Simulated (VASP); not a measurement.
A run of VASP 6.6.1:

The input INCAR:

```
ALGO = Normal
DIPOL = 0.5 0.5 0.345
EDIFF = 1E-7
ENCUT = 520
GGA = PE
IDIPOL = 3
ISIF = 2
ISMEAR = 0
ISPIN = 2
LASPH = T
LCHARG = F
LDIPOL = T
LORBIT = 11
LREAL = F
LWAVE = F
MAGMOM = 0 0 0 0 2
NBANDS = 23
NELM = 150
PREC = Accurate
SIGMA = 0.05
```

Contents of KPOINTS:

```
k-points
0
Gamma
  7 7 1
```

The input POSCAR:

```
Si4S
1.0
    3.8675355712      0.0000000000      0.0000000000
    0.0000000000      3.8675355712      0.0000000000
    0.0000000000      0.0000000000     19.6115149722
Si S
4 1
Direct
    0.0000000000      0.5000000000      0.2039618054
    0.0000000000      0.0000000000      0.2736851448
    0.5000000000      0.0000000000      0.3452315372
    0.5000000000      0.5000000000      0.4136098095
    0.6666666667      0.8333333333      0.4895400455
```

Potentials or basis: VASP PAW PBE potentials, release 64 (Si, S).

Launch:

```sh
$ cat potpaw_PBE.64/Si/POTCAR potpaw_PBE.64/S/POTCAR > POTCAR
$ mpirun -np 1 vasp_std > vasp.out
```

Hardware: 1 thread of Intel(R) Xeon(R) Platinum 8559C (Emerald Rapids) (shared host).

Task: How long does it take, and how much memory?

Result: Wall time 8.9 min on 1 thread of Intel(R) Xeon(R) Platinum 8559C (Emerald Rapids) (shared host), peak memory 0.58 GiB. Counts: scf iterations 37, k points 25.
